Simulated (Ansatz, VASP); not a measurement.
## One calculation of Cu, two programs

The input INCAR:

```
SYSTEM = Cu
PREC     = Accurate       ! precision mode
ENCUT    = 520            ! plane-wave cutoff, eV
EDIFF    = 1E-8           ! SCF threshold, eV
ISMEAR   = -1             ! smearing method
SIGMA    = 0.03           ! smearing width, eV
LREAL    = .FALSE.        ! projectors in reciprocal space
LASPH    = .TRUE.         ! aspherical terms in the spheres
NELM     = 80             ! most SCF steps
ALGO     = Normal         ! electronic algorithm
ISIF     = 2              ! what is computed and relaxed
LWAVE    = .FALSE.        ! write WAVECAR
LCHARG   = .FALSE.        ! write CHGCAR
GGA      = PS             ! functional
LEFG     = .TRUE.       
NBANDS   = 12             ! bands
```

KPOINTS

```
regular mesh
0
G
  17 17 17
  0 0 0
```

The input POSCAR:

```
Cu
1.0
    0.0000000000      1.8312856224      1.8312856224
    1.8312856224      0.0000000000      1.8312856224
    1.8312856224      1.8312856224      0.0000000000
Cu
1
Direct
    0.0000000000      0.0000000000      0.0000000000
```

Input for Ansatz:

```yaml
crystal:
  lattice:
    - [0.0, 1.8312856224, 1.8312856224]
    - [1.8312856224, 0.0, 1.8312856224]
    - [1.8312856224, 1.8312856224, 0.0]
  atoms:
    - { symbol: Cu, position: [0.0, 0.0, 0.0] }
kpoints:
  mp_grid: { grid: [17, 17, 17] }
scf:
  occupations: { method: fermi_dirac, width: 0.03 }
hamiltonian:
  xc: pbesol
  pseudopotentials: { kind: all_electron, datasets: crystal }
output:
  forces: true
  stress: true
  eigenvalues: true
  efg: { contact_densities: true }
```

Change from the starting cell: volume scaled by 1.04, crystal datasets.

Alike in both runs: task electric field gradients; functional PBEsol; k mesh 17 × 17 × 17; occupations fermi-dirac, width 0.03 eV; no spin polarisation.

```csv
,VASP,Ansatz
version,VASP 6.6.1,Ansatz 0.2.0
potentials or method,"VASP PAW PBE potentials, release 64 (Cu), cutoff 520 eV","all-electron PAW with datasets made for the crystal, scalar-relativistic"
```

Ansatz gave:

```
pressure (GPa) : -11.4
```

Estimate VASP's values.

pressure (GPa): -10.8.

VASP's potentials were made for PBE, not for PBEsol. Ansatz ran all-electron here, and VASP with PAW potentials.
